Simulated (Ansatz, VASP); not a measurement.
# Two plane-wave programs on Pt

```
Pt
1.0
     2.80800    0.00000    0.00000
    -1.40400    2.43180    0.00000
     0.00000    0.00000   20.58540
Pt
3
Direct
  0.16667 0.33333 0.38778
  0.50000 0.00000 0.50000
  0.83333 0.66667 0.61222
```

Alike in both runs: functional PBE; k mesh 13 × 13 × 1; occupations fermi-dirac, width 0.08 eV; no spin polarisation.

Ansatz relaxed the structure, and its values are those at the end. VASP's run is a single point on that final structure, the one shown.

```csv
,VASP,Ansatz
version,VASP 6.6.1,Ansatz 0.2.0
potentials or method,"VASP PAW PBE potentials, release 64 (Pt)","PAW with Ansatz's default frozen-core files, scalar-relativistic"
plane-wave cutoff (eV),520,420
valence electrons in the cell,30,54
```

VASP gave:

```
rms of the force components (eV/Å) : 0.010
```

Question: Which values does Ansatz return?

Answer: rms of the force components (eV/Å): 0.002.

The functional is the same, so the differences come from potentials, cutoffs and numerics. VASP's potentials hold 30 valence electrons a cell and Ansatz's 54, so a difference there can come from the potentials and not from the codes. Ansatz's warnings: stress scf threshold loose, xc potential rough in thin density.

Spin-orbit coupling is off throughout.
